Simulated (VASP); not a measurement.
Runs of VASP 6.6.1 on InGa2N3. The structure is that of space group P-3m1 (No. 164), or close to it. The cells are those of the table. 

```csv
task,spin,cell,k mesh,cutoff (eV),smearing,gap on the mesh (eV),pressure (GPa),largest force (eV/Å)
single point,off,"a = 3.123, b = 3.123, c = 7.685 Å, angles 90.0, 90.0, 120.0°, 6 atoms",12 × 12 × 6,520,gaussian 0.02 eV,0.33,0.5,0.02
single point,off,"a = 3.429, b = 3.429, c = 8.393 Å, angles 90.0, 90.0, 120.0°, 6 atoms",6 × 6 × 2,520,gaussian 0.1 eV,none,-24.2,0.94
single point,"collinear, ferromagnetic start","a = 3.429, b = 3.429, c = 8.393 Å, angles 90.0, 90.0, 120.0°, 6 atoms",6 × 6 × 2,520,gaussian 0.1 eV,none,-24.2,0.94
relaxation of cell and atoms,off,"relaxed from a = 3.429, b = 3.429, c = 8.393 Å, angles 90.0, 90.0, 120.0°, 6 atoms",6 × 6 × 2,600,gaussian 0.1 eV,(a),0.2,0.02
single point,off,"a = 3.122, b = 3.122, c = 7.682 Å, angles 90.0, 90.0, 120.0°, 6 atoms",6 × 6 × 2,520,gaussian 0.1 eV,0.33,0.5,0.01
```

Alike in all rows: level PBE; potentials or basis VASP PAW PBE potentials, release 64 (In_d, Ga_d, N).

Problem. Estimate the missing entries.

Solution. (a) 0.32.

Caveats: some runs use coarse meshes; spin-orbit coupling is left out, which moves the levels of the heavy elements.

A k mesh can miss the band edges, and the runs leave out spin-orbit coupling on Ga, In.

A gap of «none» marks levels without a gap at the run's occupations.
